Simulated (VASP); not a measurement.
Input of a VASP 6.6.1 run:

The input INCAR:

```
SYSTEM = Au
PREC = Accurate
ENCUT = 520
EDIFF = 1E-7
ISMEAR = 0
SIGMA = 0.1
LREAL = .False.
LASPH = .True.
NELM = 80
ALGO = Fast
ISIF = 2
LWAVE = .False.
LCHARG = .True.
GGA = PS
LELF = .True.
LVHAR = .True.
NBANDS = 18
ISYM = 0
```

File KPOINTS:

```
regular mesh
0
Gamma
  8 8 18
  0 0 0
```

POSCAR

```
Au
1.0
    4.3213880278      0.0000000000      0.0000000000
    0.0000000000      4.3213880278      0.0000000000
   -2.1606940139      0.0000000000      1.9078951949
Au
2
Direct
    0.0000000000      0.0000000000      0.0000000000
    0.5000000000      0.5000000000      0.0000000000
```

Potentials or basis: VASP PAW PBE potentials, release 64 (Au).

The run is started by

```sh
$ cat potpaw_PBE.64/Au/POTCAR > POTCAR
$ mpirun -np 1 vasp_std > vasp.out
```

**Question.** Predict the pressure.

**Answer.** -6.9 GPa.

**Question.** Predict the band gap on the k mesh.

**Answer.** Zero (band 11 reaches 13.11 eV, above the bottom of band 12 at 6.07 eV).

Stress tensor (GPa, compression positive):
```
-7.29  0.00  0.21
 0.00 -7.19  0.00
 0.21  0.00 -6.09
```

Caveat: the PAW data sets were made with another functional, which shifts forces and pressure a little; spin-orbit coupling is left out, which moves the levels of the heavy elements.
